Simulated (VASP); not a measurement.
Set up this calculation in VASP 6.6.1, as the native input.

| Quantity | Value |
| --- | --- |
| Task | single point |
| Functional | PBE |
| Potentials or basis | VASP PAW PBE potentials, release 64 (In_d, As) |
| Cutoff | 500 eV |
| k mesh | 6 × 6 × 6 |
| Occupations | gaussian, width 0.1 eV |
| Spin | no spin polarisation |
| Dipole correction | no |
| Further INCAR settings | ALGO = Normal; EDIFF = 1e-06; NBANDS = 16 |

The structure of InAs lies in POSCAR:

```
InAs
1.0
    0.0000000000      2.8773040000      2.8773040000
    2.8773040000      0.0000000000      2.8773040000
    2.8773040000      2.8773040000      0.0000000000
In As
1 1
Direct
    0.5000000000      0.5000000000      0.5000000000
    0.0000000000      0.0000000000      0.0000000000
```

One way to write it, as run:

INCAR

```
  PREC = Accurate
  ENCUT = 500
  EDIFF = 1E-6
  ISMEAR = 0
  SIGMA = 0.1
  LREAL = False
  LASPH = True
  NELM = 120
  ALGO = Normal
  ISIF = 2
  LWAVE = False
  LCHARG = False
  GGA = PE
  NBANDS = 16
  GGA_COMPAT = False
```

KPOINTS

```
Automatic mesh
0
Gamma
  6 6 6
```

Potentials or basis: VASP PAW PBE potentials, release 64 (In_d, As).

Command:

```bash
$ cat potpaw_PBE.64/In_d/POTCAR potpaw_PBE.64/As/POTCAR > POTCAR
$ mpirun -np 1 vasp_std > vasp.out
```

It gave:

* Pressure: 0.1 GPa
* Band gap on the k mesh: zero (band 9 reaches 6.30 eV, above the bottom of band 10 at 3.70 eV)

Caveat: spin-orbit coupling is left out, which moves the levels of the heavy elements.

Wall time 6.6 s on 1 thread of Intel(R) Xeon(R) 6975P-C (Granite Rapids) (shared host), peak memory 0.16 GiB.
